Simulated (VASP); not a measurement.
# BeS (F-43m) in VASP: further runs

The runs below take BeS through vibrations by perturbation theory, with PBEsol.

Everything below comes from runs of VASP 6.6.1. Logs are shortened: lines on timing, memory, paths and dates and some standing lists are left out, and cuts for length are marked.

## (1) The cell of the first run

It takes space group F-43m (No. 216, cubic). The conventional cell has a = 4.789 Å, b = 4.789 Å, c = 4.789 Å, α = 90.00°, β = 90.00°, γ = 90.00°. Be (site symmetry -43m) has 4 S at 2.07 Å within 2.7 Å. S (site symmetry -43m) has 4 Be at 2.07 Å within 2.7 Å.

## (2) Vibrations by perturbation theory, PBEsol (volume scaled by 0.970)

Input file INCAR:

```
SYSTEM = BeS
PREC = Accurate
ENCUT = 520
EDIFF = 1E-8
ISMEAR = 0
SIGMA = 0.01
LREAL = .False.
LASPH = .True.
NELM = 60
ALGO = Normal
ISIF = 2
LWAVE = .False.
LCHARG = .True.
GGA = PS
NBANDS = 11
IBRION = 8
NSW = 1
```

Input file KPOINTS:

```
Automatic mesh
0
Gamma
  8 8 8
  0 0 0
```

Input file POSCAR:

```
BeS
1.0
    0.0000000000      2.3945274970      2.3945274970
    2.3945274970      0.0000000000      2.3945274970
    2.3945274970      2.3945274970      0.0000000000
Be S
1 1
Direct
    0.0000000000      0.0000000000      0.0000000000
    0.7500000000      0.7500000000      0.7500000000
```

Potentials or basis: VASP PAW PBE potentials, release 64 (Be, S).

Launch:

```bash
cat potpaw_PBE.64/Be/POTCAR potpaw_PBE.64/S/POTCAR > POTCAR
mpirun -np 1 vasp_std > vasp.out
```

OUTCAR:

```text
SYSTEM = BeS
   PREC = Accurate
   ENCUT = 520
   EDIFF = 1E-8
   ISMEAR = 0
   LREAL = .False.
   LASPH = .True.
   NELM = 60
   ISIF = 2
   GGA = PS
   IBRION = 8
   NSW = 1

 ion  position               nearest neighbor table
   1  0.000  0.000  0.000-   2 2.07   2 2.07   2 2.07   2 2.07
   2  0.750  0.750  0.750-   1 2.07   1 2.07   1 2.07   1 2.07

  LATTYP: Found a face centered cubic cell.
 ALAT       =     4.7890549940

  Lattice vectors:

 A1 = (   0.0000000000,   2.3945274970,   2.3945274970)
 A2 = (   2.3945274970,   0.0000000000,   2.3945274970)
 A3 = (   2.3945274970,   2.3945274970,   0.0000000000)

Analysis of symmetry for initial positions (statically):
=====================================================================
 Subroutine PRICEL returns:
 Original cell was already a primitive cell.

 Routine SETGRP: Setting up the symmetry group for a
 face centered cubic supercell.

 Subroutine GETGRP returns: Found 24 space group operations
 (whereof 24 operations were pure point group operations)
 out of a pool of 48 trial point group operations.

The static configuration has the point symmetry T_d .

Analysis of symmetry for dynamics (positions and initial velocities):
=====================================================================
 Subroutine PRICEL returns:
 Original cell was already a primitive cell.

 Routine SETGRP: Setting up the symmetry group for a
 face centered cubic supercell.

 Subroutine GETGRP returns: Found 24 space group operations
 (whereof 24 operations were pure point group operations)
 out of a pool of 48 trial point group operations.

The dynamic configuration has the point symmetry T_d .

 Subroutine INISYM returns: Found 24 space group operations
 (whereof 24 operations are pure point group operations),
 and found     1 'primitive' translations

----------------------------------------------------------------------------------------

                                     Primitive cell

  volume of cell :      27.4593

  direct lattice vectors                    reciprocal lattice vectors
     0.000000000  2.394527497  2.394527497    -0.208809463  0.208809463  0.208809463
     2.394527497  0.000000000  2.394527497     0.208809463 -0.208809463  0.208809463
     2.394527497  2.394527497  0.000000000     0.208809463  0.208809463 -0.208809463

  length of vectors
     3.386373262  3.386373262  3.386373262     0.361668598  0.361668598  0.361668598

  position of ions in fractional coordinates (direct lattice)
     0.000000000  0.000000000  0.000000000
     0.750000000  0.750000000  0.750000000

  ion indices of the primitive-cell ions
   primitive index   ion index
                 1           1
                 2           2

----------------------------------------------------------------------------------------

 KPOINTS: Automatic mesh

Automatic generation of k-mesh.
 Grid dimensions read from file:
 generate k-points for:    8    8    8

 Generating k-lattice:

  Cartesian coordinates                     Fractional coordinates (reciprocal lattice)
    -0.026101183  0.026101183  0.026101183     0.125000000  0.000000000  0.000000000
     0.026101183 -0.026101183  0.026101183     0.000000000  0.125000000  0.000000000
     0.026101183  0.026101183 -0.026101183     0.000000000  0.000000000  0.125000000

  Length of vectors
     0.045208575  0.045208575  0.045208575

  Shift w.r.t. Gamma in fractional coordinates (k-lattice)
     0.000000000  0.000000000  0.000000000

 Subroutine IBZKPT returns following result:
[... 76 lines left out ...]
   AEXX    =    0.0000 exact exchange contribution
   IVDW    =     0    specifies the selected vdW correction
   LEPSILON=     F    determine dielectric tensor
   LRPA    =     F    only Hartree local field effects (RPA)
 non-spin polarized calculation
 Gauss-broadening in eV      SIGMA  =   0.01
  energy-cutoff  :      520.00
  volume of cell :       27.46
 maximum number of plane-waves:       754
 NGX is ok and might be reduce to    28
   NGX = 13   NGY = 13   NGZ = 13

--------------------------------------- Ionic step        1  -------------------------------------------

 number of electron       8.0000001 magnetization

 Free energy of the ion-electron system (eV)
  ---------------------------------------------------
  ext. energy  EPLUGINS =         0.00000000
  ---------------------------------------------------
  free energy    TOTEN  =       -10.55488038 eV

  energy without entropy =      -10.55488038  energy(sigma->0) =      -10.55488038

 E-fermi :   4.5949     XC(G=0): -10.0567

 val. band max:        4.5456363086   @ k =   0.0000   0.0000   0.0000
 cond. band min:       7.3851879178   @ k =   0.5000   0.5000   0.0000
 fundamental gap:      2.8395516092
 Fermi energy:         4.5948889783

 k-point     1 :       0.0000    0.0000    0.0000
  band No.  band energies     occupation
      1      -9.4352      2.00000
      2       4.5456      2.00000
      3       4.5456      2.00000
      4       4.5456      2.00000
      5      10.1351      0.00000
      6      10.1351      0.00000
      7      10.1351      0.00000
      8      10.5736      0.00000
      9      17.4162      0.00000
     10      17.4162      0.00000
     11      19.5152      0.00000
[... 309 lines left out ...]
 k-point    24 :      -0.3750    0.2500    0.1250
  band No.  band energies     occupation
      1      -7.3943      2.00000
      2      -1.0094      2.00000
      3       1.6127      2.00000
      4       2.5782      2.00000
      5      10.4933      0.00000
      6      11.1386      0.00000
      7      13.8037      0.00000
      8      15.1415      0.00000
      9      16.0571      0.00000
     10      20.0757      0.00000
     11      20.7103      0.00000

 [... further k-points ...]
[... 5 lines left out ...]
  --------------------------------------------------------------------------------------
  -------------------------------------------------------------------------------------
  Total        0.5667523      0.5667523      0.5667523     -0.0000000     -0.0000000     -0.0000000
  in kB       33.0684915     33.0684915     33.0684915     -0.0000000     -0.0000000     -0.0000000
  external PRESSURE =      33.0684915 kB  Pullay stress =       0.0000000 kB

 VOLUME and BASIS-vectors are now :
 -----------------------------------------------------------------------------
  energy-cutoff  :      520.00
  volume of cell :       27.46
      direct lattice vectors                 reciprocal lattice vectors
     0.000000000  2.394527497  2.394527497    -0.208809463  0.208809463  0.208809463
     2.394527497  0.000000000  2.394527497     0.208809463 -0.208809463  0.208809463
     2.394527497  2.394527497  0.000000000     0.208809463  0.208809463 -0.208809463

 POSITION                                       TOTAL-FORCE (eV/Angst)
 -----------------------------------------------------------------------------------
      0.00000      0.00000      0.00000        -0.000000      0.000000     -0.000000
      3.59179      3.59179      3.59179         0.000000     -0.000000      0.000000
 -----------------------------------------------------------------------------------
    total drift:                                0.000000      0.000000      0.000000

  FREE ENERGIE OF THE ION-ELECTRON SYSTEM (eV)
  ---------------------------------------------------
  free  energy   TOTEN  =       -10.5548803818 eV

  energy  without entropy=      -10.5548803818  energy(sigma->0) =      -10.55488038

[... ionic steps 2 to 3 ...]

--------------------------------------- Ionic step        4  -------------------------------------------

------------------------ aborting loop because EDIFF is reached ----------------------------------------

[... ionic steps 5 to 6 ...]

--------------------------------------- Ionic step        7  -------------------------------------------

 Free energy of the ion-electron system (eV)
  ---------------------------------------------------
  ---------------------------------------------------
  free energy    TOTEN  =        -0.10170523 eV

  energy without entropy =       -0.10170523

------------------------ aborting loop because EDIFF is reached ----------------------------------------

 INTERNAL STRAIN TENSOR  FOR ION    2  DIRECTION 1   (eV/Angst):
 -----------------------------------------------------------------------------
    -0.00686  0.00000  0.00000
     0.00000  0.00753  5.72938
     0.00000  5.72938  0.00753

 INTERNAL STRAIN TENSOR FOR ION    2 for displacements in x,y,z  (eV/Angst):
          X           Y           Z          XY          YZ          ZX
  --------------------------------------------------------------------------------
  x     0.00000    -0.00000    -0.00000     0.00000     5.72938     0.00000
  y    -0.00000     0.00000    -0.00000     0.00000     0.00000     5.72938
  z    -0.00000    -0.00000     0.00000     5.72938     0.00000     0.00000

 SECOND DERIVATIVES (NOT SYMMETRIZED)
 ------------------------------------
               1X          1Y          1Z          2X          2Y          2Z
  1X    -9.396204    0.000000    0.000000    9.396204    0.000000    0.000000
  1Y     0.000000   -9.396204    0.000000    0.000000    9.396204    0.000000
  1Z     0.000000    0.000000   -9.396204    0.000000    0.000000    9.396204
  2X     9.397541    0.000000    0.000000   -9.397541    0.000000    0.000000
  2Y     0.000000    9.397541    0.000000    0.000000   -9.397541    0.000000
  2Z     0.000000    0.000000    9.397541    0.000000    0.000000   -9.397541

 Eigenvectors and eigenvalues of the dynamical matrix
 ----------------------------------------------------

   1 f  =   18.067022 THz   113.518448 2PiTHz  602.650989 cm-1    74.719166 meV
             X         Y         Z           dx          dy          dz
      0.000000  0.000000  0.000000     0.883498    0.000000    0.000000
      3.591791  3.591791  3.591791    -0.468435    0.000000    0.000000
[... 21 lines left out ...]
   6 f/i=    0.000532 THz     0.003343 2PiTHz    0.017745 cm-1     0.002200 meV
             X         Y         Z           dx          dy          dz
      0.000000  0.000000  0.000000    -0.088350    0.434208    0.151950
      3.591791  3.591791  3.591791    -0.166635    0.818944    0.286588

--------------------------------------------------------------------------------------------------------

 ELASTIC MODULI CONTR FROM IONIC RELAXATION (kBar)
 Direction    XX          YY          ZZ          XY          YZ          ZX
 --------------------------------------------------------------------------------
 XX          -0.0000      0.0000      0.0000      0.0000     -0.0000      0.0000
 YY           0.0000     -0.0000      0.0000      0.0000      0.0000     -0.0000
 ZZ           0.0000      0.0000     -0.0000     -0.0000      0.0000      0.0000
 XY           0.0000      0.0000     -0.0000   -206.1385      0.0000      0.0000
 YZ          -0.0000      0.0000      0.0000      0.0000   -206.1385      0.0000
 ZX           0.0000     -0.0000      0.0000      0.0000      0.0000   -206.1385
 --------------------------------------------------------------------------------
```

Run time: 70 s. Hardware: 1 thread of Intel Xeon Platinum 8375C at 2.90GHz (Ice Lake), shared host; peak memory 0.21 GiB.

Results:

| Property | Result |
| --- | --- |
| Highest phonon frequency at Γ, LO-TO splitting left out | 603 cm⁻¹ |

Phonon frequencies in cm⁻¹ (negative: imaginary):
| q point | frequencies |
| --- | --- |
| (0.000, 0.000, 0.000) | 0 0 0 603 603 603 |

Caveat: the cell differs from its parent crystal (volume scaled by 0.970); the cell wasn't relaxed at this level first, which shifts response properties; the PAW data sets were made with another functional, which shifts forces and pressure a little.

## (3) Vibrations by perturbation theory, PBEsol

This run uses another cell than the first one, of 14.15 Å³/atom, 1.031 times its volume.

Input file INCAR:

```
  ALGO = Normal
  EDIFF = 1E-8
  ENCUT = 520
  GGA = PS
  IBRION = 8
  ISIF = 2
  ISMEAR = 0
  LASPH = T
  LCHARG = T
  LREAL = F
  LWAVE = F
  NBANDS = 11
  NELM = 100
  NSW = 1
  PREC = Accurate
  SIGMA = 0.01
```

Input file KPOINTS:

```
k-points
0
Gamma
  8 8 8
```

Input file POSCAR:

```
BeS
1.0
    0.0000000000      2.4189631388      2.4189631388
    2.4189631388      0.0000000000      2.4189631388
    2.4189631388      2.4189631388      0.0000000000
Be S
1 1
Direct
    0.0000000000      0.0000000000      0.0000000000
    0.7500000000      0.7500000000      0.7500000000
```

Potentials or basis: VASP PAW PBE potentials, release 64 (Be, S).

Launch:

```bash
cat potpaw_PBE.64/Be/POTCAR potpaw_PBE.64/S/POTCAR > POTCAR
mpirun -np 1 vasp_std > vasp.out
```

OUTCAR:

```text
EDIFF = 1E-8
   ENCUT = 520
   GGA = PS
   IBRION = 8
   ISIF = 2
   ISMEAR = 0
   LASPH = T
   LREAL = F
   NELM = 100
   NSW = 1
   PREC = Accurate

 ion  position               nearest neighbor table
   1  0.000  0.000  0.000-   2 2.09   2 2.09   2 2.09   2 2.09
   2  0.750  0.750  0.750-   1 2.09   1 2.09   1 2.09   1 2.09

  LATTYP: Found a face centered cubic cell.
 ALAT       =     4.8379262776

  Lattice vectors:

 A1 = (   0.0000000000,   2.4189631388,   2.4189631388)
 A2 = (   2.4189631388,   0.0000000000,   2.4189631388)
 A3 = (   2.4189631388,   2.4189631388,   0.0000000000)

Analysis of symmetry for initial positions (statically):
=====================================================================
 Subroutine PRICEL returns:
 Original cell was already a primitive cell.

 Routine SETGRP: Setting up the symmetry group for a
 face centered cubic supercell.

 Subroutine GETGRP returns: Found 24 space group operations
 (whereof 24 operations were pure point group operations)
[... 562 lines left out ...]

 INTERNAL STRAIN TENSOR  FOR ION    2  DIRECTION 1   (eV/Angst):
 -----------------------------------------------------------------------------
    -0.00656  0.00000  0.00000
     0.00000  0.00727  4.75849
     0.00000  4.75849  0.00727

 INTERNAL STRAIN TENSOR FOR ION    2 for displacements in x,y,z  (eV/Angst):
          X           Y           Z          XY          YZ          ZX
  --------------------------------------------------------------------------------
  x     0.00000     0.00000    -0.00000     0.00000     4.75849     0.00000
  y     0.00000     0.00000    -0.00000     0.00000     0.00000     4.75849
  z     0.00000    -0.00000     0.00000     4.75849     0.00000     0.00000

 SECOND DERIVATIVES (NOT SYMMETRIZED)
 ------------------------------------
               1X          1Y          1Z          2X          2Y          2Z
  1X    -8.624127    0.000000    0.000000    8.624127    0.000000    0.000000
  1Y     0.000000   -8.624127    0.000000    0.000000    8.624127    0.000000
  1Z     0.000000    0.000000   -8.624127    0.000000    0.000000    8.624127
  2X     8.619683    0.000000    0.000000   -8.619683    0.000000    0.000000
  2Y     0.000000    8.619683    0.000000    0.000000   -8.619683    0.000000
  2Z     0.000000    0.000000    8.619683    0.000000    0.000000   -8.619683

 Eigenvectors and eigenvalues of the dynamical matrix
 ----------------------------------------------------

   1 f  =   17.307590 THz   108.746796 2PiTHz  577.319067 cm-1    71.578409 meV
             X         Y         Z           dx          dy          dz
      0.000000  0.000000  0.000000     0.000000    0.883562    0.000000
      3.628445  3.628445  3.628445    -0.000000   -0.468314    0.000000
[... 21 lines left out ...]
   6 f/i=    0.001846 THz     0.011598 2PiTHz    0.061570 cm-1     0.007634 meV
             X         Y         Z           dx          dy          dz
      0.000000  0.000000  0.000000     0.440484   -0.159034    0.000000
      3.628445  3.628445  3.628445     0.831056   -0.300046    0.000000

--------------------------------------------------------------------------------------------------------

 ELASTIC MODULI CONTR FROM IONIC RELAXATION (kBar)
 Direction    XX          YY          ZZ          XY          YZ          ZX
 --------------------------------------------------------------------------------
 XX          -0.0000     -0.0000      0.0000     -0.0000     -0.0000     -0.0000
 YY          -0.0000     -0.0000      0.0000      0.0000     -0.0000     -0.0000
 ZZ           0.0000      0.0000     -0.0000     -0.0000      0.0000      0.0000
 XY          -0.0000      0.0000     -0.0000   -150.5900     -0.0000      0.0000
 YZ          -0.0000     -0.0000      0.0000     -0.0000   -150.5900     -0.0000
 ZX          -0.0000     -0.0000      0.0000      0.0000     -0.0000   -150.5900
 --------------------------------------------------------------------------------
```

OSZICAR:

```text
N       E                     dE             d eps       ncg     rms          rms(c)
DAV:   1     0.205672214108E+02    0.20567E+02   -0.40169E+03   646   0.633E+02
DAV:   2    -0.953770376918E+01   -0.30105E+02   -0.28528E+02   844   0.114E+02
DAV:   3    -0.107468279546E+02   -0.12091E+01   -0.12070E+01   826   0.234E+01
[... 40 lines left out ...]
RMM:   8    -0.101933317505E+00    0.51385E-05   -0.65548E-08  3664   0.359E-04    0.640E-04
RMM:   9    -0.101932210388E+00    0.11071E-05   -0.57607E-08  3681   0.132E-04    0.263E-04
RMM:  10    -0.101931589344E+00    0.62104E-06   -0.22281E-08  3695   0.816E-05    0.682E-05
RMM:  11    -0.101931420879E+00    0.16847E-06    0.41675E-09  3840   0.439E-05    0.975E-06
RMM:  12    -0.101931398127E+00    0.22752E-07   -0.23037E-08  3871   0.306E-05    0.666E-07
RMM:  13    -0.101931393390E+00    0.47367E-08    0.10232E-08  3280   0.282E-05    0.466E-07
 Linear response finished
```

stdout:

```text
POSCAR found type information on POSCAR BeS
 POSCAR found :  2 types and       2 ions
 scaLAPACK will be used
 -----------------------------------------------------------------------------
|                                                                             |
|                                                                             |
|     You enforced a specific xc type in the INCAR file but a different       |
|     I HOPE YOU KNOW WHAT YOU ARE DOING!                                     |
|                                                                             |
 -----------------------------------------------------------------------------

 LDA part: xc-table for (Slater+PW92), standard interpolation
 POSCAR, INCAR and KPOINTS ok, starting setup
 FFT: planning ... GRIDC
 FFT: planning ... GRID_SOFT
 FFT: planning ... GRID
 WAVECAR not read
 entering main loop
 Linear response reoptimize wavefunctions to high precision
 Linear response DOF=           2
 Linear response progress:
 first order change of Fermi-energy   0.66788E-03
 force on displaced ion       1 direction 1 :  -8.624  -0.000  -0.000
 Linear response progress:
 first order change of Fermi-energy   0.99135E-03
 force on displaced ion       2 direction 1 :  -8.620   0.000   0.000
 Linear response finished
```

It took 69 s on 1 thread of Intel Xeon Platinum 8375C at 2.90GHz (Ice Lake), shared host; peak memory 0.21 GiB.

Results:

```yaml
Highest_phonon_frequency_at_Γ_LO-TO_splitting_left_out: 577 cm⁻¹
```

Phonon frequencies in cm⁻¹ (negative: imaginary):
```
              q point        frequencies
(0.000, 0.000, 0.000)  0 0 0 577 577 577
```

Caveat: the PAW data sets were made with another functional, which shifts forces and pressure a little.

(Part 1 of 2 ends here.)
